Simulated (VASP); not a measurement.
# TaN (rocksalt type) (Fm-3m) in VASP: further runs

The runs below take TaN (rocksalt type) through relaxation of cell and atoms, with PBE.

Program: VASP 6.6.1. These are calculated values, not measurements. Logs are shortened: lines on timing, memory, paths and dates and some standing lists are left out, and cuts for length are marked.

## 1. The cell of the first run

The structure is cubic, space group Fm-3m (No. 225). Conventional cell: a = 4.312 Å, b = 4.312 Å, c = 4.312 Å, α = 90.00°, β = 90.00°, γ = 90.00°. Within 2.9 Å of Ta (site symmetry m-3m) lie 6 N at 2.16 Å. N (site symmetry m-3m) has 6 Ta at 2.16 Å within 2.9 Å.

## 2. Relaxation of cell and atoms, PBE, target pressure 28 GPa, at which the enthalpy is minimised

The input, INCAR:

```
SYSTEM = TaN
PREC = Accurate ; ENCUT = 600
EDIFF = 1E-6 ; ISMEAR = -1
SIGMA = 0.08 ; LREAL = .False.
LASPH = .True. ; NELM = 100
ALGO = Normal ; ISIF = 3
LWAVE = .False. ; LCHARG = .False.
GGA = PE ; IBRION = 2
NSW = 60 ; EDIFFG = -0.005
PSTRESS = 280.0
```

The input, KPOINTS:

```
regular mesh
0
Gamma
  16 16 16
  0 0 0
```

The input, POSCAR:

```
TaN
1.0
    0.0000000000      2.1559482794      2.1559482794
    2.1559482794      0.0000000000      2.1559482794
    2.1559482794      2.1559482794      0.0000000000
Ta N
1 1
Direct
    0.0000000000      0.0000000000      0.0000000000
    0.5000000000      0.5000000000      0.5000000000
```

Potentials or basis: VASP PAW PBE potentials, release 64 (Ta_pv, N).

Launch:

```
> cat potpaw_PBE.64/Ta_pv/POTCAR potpaw_PBE.64/N/POTCAR > POTCAR
> mpirun -np 1 vasp_std > vasp.out
```

OUTCAR:

```text
SYSTEM = TaN
   PREC = Accurate
   ENCUT = 600
   EDIFF = 1E-6
   ISMEAR = -1
   LREAL = .False.
   LASPH = .True.
   NELM = 100
   ISIF = 3
   GGA = PE
   IBRION = 2
   NSW = 60
   EDIFFG = -0.005
   PSTRESS = 280.0

 ion  position               nearest neighbor table
   1  0.000  0.000  0.000-   2 2.16   2 2.16   2 2.16   2 2.16   2 2.16   2 2.16
   2  0.500  0.500  0.500-   1 2.16   1 2.16   1 2.16   1 2.16   1 2.16   1 2.16

  LATTYP: Found a face centered cubic cell.
 ALAT       =     4.3118965588

  Lattice vectors:

 A1 = (   0.0000000000,   2.1559482794,   2.1559482794)
 A2 = (   2.1559482794,   0.0000000000,   2.1559482794)
 A3 = (   2.1559482794,   2.1559482794,   0.0000000000)

Analysis of symmetry for initial positions (statically):
=====================================================================
 Subroutine PRICEL returns:
 Original cell was already a primitive cell.

 Routine SETGRP: Setting up the symmetry group for a
 face centered cubic supercell.

 Subroutine GETGRP returns: Found 48 space group operations
 (whereof 48 operations were pure point group operations)
 out of a pool of 48 trial point group operations.

The static configuration has the point symmetry O_h .

Analysis of symmetry for dynamics (positions and initial velocities):
=====================================================================
 Subroutine PRICEL returns:
 Original cell was already a primitive cell.

 Routine SETGRP: Setting up the symmetry group for a
 face centered cubic supercell.

 Subroutine GETGRP returns: Found 48 space group operations
 (whereof 48 operations were pure point group operations)
 out of a pool of 48 trial point group operations.

The dynamic configuration has the point symmetry O_h .

 Subroutine INISYM returns: Found 48 space group operations
 (whereof 48 operations are pure point group operations),
 and found     1 'primitive' translations

----------------------------------------------------------------------------------------

                                     Primitive cell

  volume of cell :      20.0422

  direct lattice vectors                    reciprocal lattice vectors
     0.000000000  2.155948279  2.155948279    -0.231916510  0.231916510  0.231916510
     2.155948279  0.000000000  2.155948279     0.231916510 -0.231916510  0.231916510
     2.155948279  2.155948279  0.000000000     0.231916510  0.231916510 -0.231916510

  length of vectors
     3.048971297  3.048971297  3.048971297     0.401691178  0.401691178  0.401691178

[... 99 lines left out ...]
     AMIX     =   0.40;   BMIX     =  1.00
     AMIX_MAG =   1.60;   BMIX_MAG =  1.00
  volume/ion in A,a.u.               =      10.02        67.63
  Fermi-wavevector in a.u.,A,eV,Ry     =   1.518681  2.869890 31.380358  2.306391
  Thomas-Fermi vector in A             =   2.627769
   LORBIT       =      0    0 simple, 1 ext, 2 COOP (PROOUT), +10 PAW based schemes
   GGA     = PE    functional components
   LHFCALC =     F    Hartree Fock is set to
   AEXX    =    0.0000 exact exchange contribution
   IVDW    =     0    specifies the selected vdW correction
   LEPSILON=     F    determine dielectric tensor
   LRPA    =     F    only Hartree local field effects (RPA)
 conjugate gradient relaxation of ions
 non-spin polarized calculation
  energy-cutoff  :      600.00
  volume of cell :       20.04
 maximum number of plane-waves:       692
   NGX = 13   NGY = 13   NGZ = 13

--------------------------------------- Ionic step        1  -------------------------------------------

 number of electron      15.9999998 magnetization

 Free energy of the ion-electron system (eV)
  ---------------------------------------------------
  ext. energy  EPLUGINS =         0.00000000
  ---------------------------------------------------
  free energy    TOTEN  =       -21.70236741 eV

  energy without entropy =      -21.68418880  energy(sigma->0) =      -21.69327811

------------------------ aborting loop because EDIFF is reached ----------------------------------------

  FORCE on cell =-STRESS in cart. coord.  units (eV):
  Direction    XX          YY          ZZ          XY          YZ          ZX
  --------------------------------------------------------------------------------------
  -------------------------------------------------------------------------------------
  Total        3.6437327      3.6437327      3.6437327     -0.0000000      0.0000000      0.0000000
  in kB      291.2809473    291.2809473    291.2809473     -0.0000000      0.0000000      0.0000000
  external PRESSURE =      11.2809473 kB  Pullay stress =     280.0000000 kB
[... 63 lines left out ...]
--------------------------------------- Ionic step        3  -------------------------------------------

 number of electron      15.9999998 magnetization

 Free energy of the ion-electron system (eV)
  ---------------------------------------------------
  ext. energy  EPLUGINS =         0.00000000
  ---------------------------------------------------
  free energy    TOTEN  =       -21.71124564 eV

  energy without entropy =      -21.69302284  energy(sigma->0) =      -21.70213424

 E-fermi :  10.1990     XC(G=0): -13.7547

 val. band max:       10.1958879644   @ k =  -0.3125   0.3125   0.1250
 cond. band min:      10.2060969573   @ k =  -0.4375   0.1875   0.0000
 fundamental gap:      0.0102089928
 Fermi energy:        10.1990326378

 k-point     1 :       0.0000    0.0000    0.0000
  band No.  band energies     occupation
      1     -25.4622      2.00000
      2     -25.4622      2.00000
      3     -25.4622      2.00000
      4      -9.1357      2.00000
      5       6.2100      2.00000
      6       6.2100      2.00000
      7       6.2100      2.00000
      8       7.9334      2.00000
      9       7.9334      2.00000
     10       7.9334      2.00000
     11      10.2800      0.53317
     12      10.2800      0.53317
[... 331 lines left out ...]
 k-point    24 :      -0.0625    0.0625    0.0000
  band No.  band energies     occupation
      1     -25.5673      2.00000
      2     -25.4894      2.00000
      3     -25.4644      2.00000
      4      -8.8576      2.00000
      5       4.9517      2.00000
      6       5.2525      2.00000
      7       5.6216      2.00000
      8       8.1200      2.00000
      9       8.3589      2.00000
     10       8.6965      2.00000
     11      10.7596      0.00181
     12      11.6593      0.00000

 [... further k-points ...]

------------------------ aborting loop because EDIFF is reached ----------------------------------------

  FORCE on cell =-STRESS in cart. coord.  units (eV):
  Direction    XX          YY          ZZ          XY          YZ          ZX
  --------------------------------------------------------------------------------------
  -------------------------------------------------------------------------------------
  Total        3.5114747      3.5114747      3.5114747      0.0000000      0.0000000      0.0000000
  in kB      280.0125306    280.0125306    280.0125306      0.0000000      0.0000000      0.0000000
  external PRESSURE =       0.0125306 kB  Pullay stress =     280.0000000 kB
[... 21 lines left out ...]
  energy  without entropy=      -21.6930228361  energy(sigma->0) =      -21.70213424

  enthalpy is  TOTEN    =       -18.1999280283 eV   P V=        3.5113176091

 reached required accuracy - stopping structural energy minimisation
```

Run time: 57 s. Hardware: 1 thread of Intel Xeon 8259CL, shared host; peak memory 0.19 GiB.

Results:

```yaml
Free_energy: -21.7112 eV
Relaxed_volume: 10.05 Å³/atom
Relaxed_cell: a = 3.051 Å, b = 3.051 Å, c = 3.051 Å, α = 60.00°, β = 60.00°, γ = 60.00°
Space_group_after_relaxing_to_0.1_Å: Fm-3m (No. 225)
Energy_change_on_relaxing_the_run_minimises_the_enthalpy: -4.4 meV/atom
Ionic_steps: 3
Pressure_after_relaxing: 28.0 GPa
Band_gap_on_the_k_mesh: zero (bands 8 and 9 overlap by 4.35 eV)
```

The path:
```
step  energy change (eV)  largest force (eV/Å)  pressure (GPa)  volume (Å³)
   1              0.0000                0.0000           29.13        20.04
   2             -0.0344                0.0000           24.62        20.25
   3             -0.0089                0.0000           28.00        20.09
```

Final structure:
```
Ta N
1.0
     0.00000    2.15773    2.15773
     2.15773    0.00000    2.15773
     2.15773    2.15773    0.00000
Ta N
1 1
Direct
  0.00000 0.00000 0.00000
  0.50000 0.50000 0.50000
```

Levels at points of the mesh, in eV from the Fermi level:
```tsv
k point	band 6	band 7	band 8	band 9	band 10	band 11
(0.00, 0.00, 0.00)	-3.99	-3.99	-2.27	-2.27	-2.27	0.08
(0.50, 0.00, 0.00)	-8.00	-8.00	2.09	2.09	2.18	4.02
(0.50, 0.50, 0.00)	-5.87	-4.77	-4.77	2.31	3.88	3.88
```

Caveat: the cell is relaxed towards a set pressure, so the run minimises the enthalpy, not the energy; spin-orbit coupling is left out, which moves the levels of the heavy elements.

## 3. Relaxation of cell and atoms, PBE, target pressure 28 GPa, at which the enthalpy is minimised

The input, INCAR:

```
SYSTEM = TaN
PREC = Accurate
ENCUT = 600
EDIFF = 1E-6
ISMEAR = -1
SIGMA = 0.08
LREAL = .FALSE.
LASPH = .TRUE.
NELM = 60
ALGO = Normal
ISIF = 3
LWAVE = .FALSE.
LCHARG = .FALSE.
GGA = PE
IBRION = 2
NSW = 32
EDIFFG = -0.005
PSTRESS = 280.0
```

The input, KPOINTS:

```
regular mesh
0
G
  16 16 16
  0 0 0
```

The input, POSCAR:

```
TaN
1.0
    0.0000000000      2.1560621269      2.1560621269
    2.1560621269      0.0000000000      2.1560621269
    2.1560621269      2.1560621269      0.0000000000
Ta N
1 1
Direct
    0.0000000000      0.0000000000      0.0000000000
    0.5000000000      0.5000000000      0.5000000000
```

Potentials or basis: VASP PAW PBE potentials, release 64 (Ta_pv, N).

Launch:

```
> cat potpaw_PBE.64/Ta_pv/POTCAR potpaw_PBE.64/N/POTCAR > POTCAR
> mpirun -np 1 vasp_std > vasp.out
```

Run time: 59 s. Hardware: 1 thread of Intel Xeon 8259CL, shared host; peak memory 0.19 GiB.

The run converged. Its results:

| Quantity | Value |
| --- | --- |
| Free energy | -21.7113 eV |
| Relaxed volume | 10.05 Å³/atom |
| Relaxed cell | a = 3.052 Å, b = 3.052 Å, c = 3.052 Å, α = 60.00°, β = 60.00°, γ = 60.00° |
| Space group after relaxing (to 0.1 Å) | Fm-3m (No. 225) |
| Energy change on relaxing (the run minimises the enthalpy) | -4.2 meV/atom |
| Ionic steps | 3 |
| Pressure after relaxing | 28.0 GPa |
| Band gap on the k mesh | zero (bands 8 and 9 overlap by 4.35 eV) |

Step by step:
| step | energy change (eV) | largest force (eV/Å) | pressure (GPa) | volume (Å³) |
| --- | --- | --- | --- | --- |
| 1 | 0.0000 | 0.0000 | 29.06 | 20.05 |
| 2 | -0.0323 | 0.0000 | 24.81 | 20.24 |
| 3 | -0.0084 | 0.0000 | 27.99 | 20.09 |

Final structure:
```yaml
crystal:
  lattice:
    - [0.00000, 2.15775, 2.15775]
    - [2.15775, 0.00000, 2.15775]
    - [2.15775, 2.15775, 0.00000]
  atoms:
    - { symbol: Ta, position: [0.00000, 0.00000, 0.00000] }
    - { symbol: N, position: [0.50000, 0.50000, 0.50000] }
```

Levels at points of the mesh, in eV from the Fermi level:
```
           k point  band 6  band 7  band 8  band 9  band 10  band 11
(0.00, 0.00, 0.00)   -3.99   -3.99   -2.27   -2.27    -2.27     0.08
(0.50, 0.00, 0.00)   -8.00   -8.00    2.09    2.09     2.18     4.02
(0.50, 0.50, 0.00)   -5.87   -4.77   -4.77    2.31     3.88     3.88
```

Caveat: the cell is relaxed towards a set pressure, so the run minimises the enthalpy, not the energy; spin-orbit coupling is left out, which moves the levels of the heavy elements.
